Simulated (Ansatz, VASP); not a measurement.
**TaN: VASP beside Ansatz**

File INCAR:

```
PREC = Accurate ; ENCUT = 520
EDIFF = 1E-6 ; ISMEAR = 0
SIGMA = 0.05 ; LREAL = F
LASPH = T ; NELM = 150
ALGO = Normal ; ISIF = 2
LWAVE = F ; LCHARG = T
ISPIN = 2 ; MAGMOM = 2 2 -2 -2 0 0 0 0
LORBIT = 11 ; LMAXMIX = 4
GGA = PS ; LELF = T
LVHAR = T ; NBANDS = 46
```

Contents of KPOINTS:

```
Automatic mesh
0
Gamma
  7 7 2
```

Contents of POSCAR:

```
TaN
1.0
    3.0500020400      0.0000000000      0.0000000000
   -1.5250010200      2.6413792500      0.0000000000
    0.0000000000      0.0000000000      9.8800030600
Ta N
4 4
Direct
    0.3333333333      0.6666666667      0.0000000000
    0.6666666667      0.3333333333      0.2500000000
    0.3333333333      0.6666666667      0.5000000000
    0.6666666667      0.3333333333      0.7500000000
    0.3333333333      0.6666666667      0.1925000000
    0.6666666667      0.3333333333      0.4425000000
    0.3333333333      0.6666666667      0.6925000000
    0.6666666667      0.3333333333      0.9425000000
```

Input for Ansatz:

```yaml
crystal:
  lattice:
    - [3.05000204, 0.0, 0.0]
    - [-1.52500102, 2.64137925, 0.0]
    - [0.0, 0.0, 9.88000306]
  atoms:
    - { symbol: Ta, position: [0.3333333333, 0.6666666667, 0.0], spin: 2.0 }
    - { symbol: Ta, position: [0.6666666667, 0.3333333333, 0.25], spin: 2.0 }
    - { symbol: "N", position: [0.3333333333, 0.6666666667, 0.1925] }
    - { symbol: "N", position: [0.6666666667, 0.3333333333, 0.4425] }
    - { symbol: Ta, position: [0.3333333333, 0.6666666667, 0.5], spin: -2.0 }
    - { symbol: Ta, position: [0.6666666667, 0.3333333333, 0.75], spin: -2.0 }
    - { symbol: "N", position: [0.3333333333, 0.6666666667, 0.6925] }
    - { symbol: "N", position: [0.6666666667, 0.3333333333, 0.9425] }
basis:
  ecutwfc: 420
  ecutrho_ratio: 4
kpoints:
  mp_grid: { grid: [7, 7, 2] }
hamiltonian:
  xc: pbesol
scf:
  occupations: { method: gaussian, width: 0.05 }
  lower_state_search: "off"
  max_iter: 150
output:
  forces: true
  stress: true
  eigenvalues: true
  populations: true
  hubbard:
    sites:
      - { site: 0, l: d }
      - { site: 1, l: d }
      - { site: 4, l: d }
      - { site: 5, l: d }
magnetization:
  spin_polarized: true
```

Alike in both runs: task single point; functional PBEsol; k mesh 7 × 7 × 2; occupations gaussian, width 0.05 eV; collinear spin.

|  | VASP | Ansatz |
| --- | --- | --- |
| version | VASP 6.6.1 | Ansatz 0.2.0 |
| potentials or method | VASP PAW PBE potentials, release 64 (Ta_pv, N), cutoff 520 eV | scalar-relativistic, plane waves, PAW |
| valence electrons in the cell | 64 | 72 |

```csv
,VASP,Ansatz,Ansatz less VASP
gap on the k mesh at the Fermi level (eV),none,none,-
rms of the force components (eV/Å),1.120,1.100,-0.0198
net moment per atom (μB),0.00,0.00,0.000
```

VASP's potentials were made for PBE, not for PBEsol. A gap of «none» marks a metal or a gap that the smearing closes. VASP's potentials hold 64 valence electrons a cell and Ansatz's 72, so a difference there can come from the potentials and not from the codes. Ansatz's warnings: filled band counts differ across k points, seeded moment not kept.

Neither program's run includes spin-orbit coupling.
